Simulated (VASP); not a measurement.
Input of a VASP 6.6.1 run:

File POSCAR:

```
TiO2
1.0
    2.6847585539     -2.6847645963     -0.0201584547
    2.6847585539      2.6847645963     -0.0201584547
   -2.6485578781      0.0000000000      4.8501018565
Ti O
2 4
Direct
    0.1249587631      0.8747228711      0.2500000677
    0.8750412369      0.1252771289      0.7499999323
    0.3302961224      0.0819664478      0.6622697324
    0.6697038776      0.9180335522      0.3377302676
    0.9189773629      0.6622823314      0.8377299273
    0.0810226371      0.3377176686      0.1622700727
```

Contents of INCAR.step1:

```
  PREC = Accurate
  ENCUT = 520
  ISMEAR = 0
  SIGMA = 0.05
  LREAL = F
  LASPH = T
  NELM = 150
  LMAXMIX = 4
  LDAU = T
  LDAUTYPE = 2
  LDAUL = 2 -1
  LDAUU = 4 0
  LDAUJ = 0 0
  NBANDS = 33
  GGA = PE
  ALGO = Normal
  EDIFF = 1E-4
  LWAVE = T
  LCHARG = F
```

The input INCAR.step2:

```
  PREC = Accurate
  ENCUT = 520
  EDIFF = 1E-6
  ISMEAR = 0
  SIGMA = 0.05
  LREAL = F
  LASPH = T
  NELM = 150
  ALGO = Normal
  ISIF = 2
  LWAVE = F
  LCHARG = F
  LMAXMIX = 4
  LDAU = T
  LDAUTYPE = 2
  LDAUL = 2 -1
  LDAUU = 4 0
  LDAUJ = 0 0
  LDAUPRINT = 1
  METAGGA = R2SCAN
  LMIXTAU = T
  NBANDS = 33
  ISTART = 1
```

KPOINTS

```
regular mesh
0
Gamma
  6 6 6
```

Potentials or basis: VASP PAW PBE potentials, release 64 (Ti_sv, O).

Run with:

```console
$ cat potpaw_PBE.64/Ti_sv/POTCAR potpaw_PBE.64/O/POTCAR > POTCAR
$ cp INCAR.step1 INCAR
$ mpirun -np 1 vasp_std > vasp.out
$ cp INCAR.step2 INCAR
$ mpirun -np 1 vasp_std > vasp.out
```

Q: Predict the largest force.

A: 0.744 eV/Å.

Q: Estimate the pressure.

A: 5.1 GPa.

Q: What does it give for the band gap on the k mesh?

A: 3.23 eV (least direct gap 3.53 eV).

Forces in eV/Å, atoms in the order of the input:
```
Ti   0.156  0.120  0.012
Ti  -0.156 -0.120 -0.012
O    0.012 -0.118  0.173
O   -0.012  0.118 -0.173
O    0.502  0.517 -0.185
O   -0.502 -0.517  0.185
```

Caveat: the cell differs from its parent crystal (atoms displaced along a vibrational mode); the cell stands under pressure; the PAW data sets were made with another functional, which shifts forces and pressure a little. A k mesh can miss the band edges.
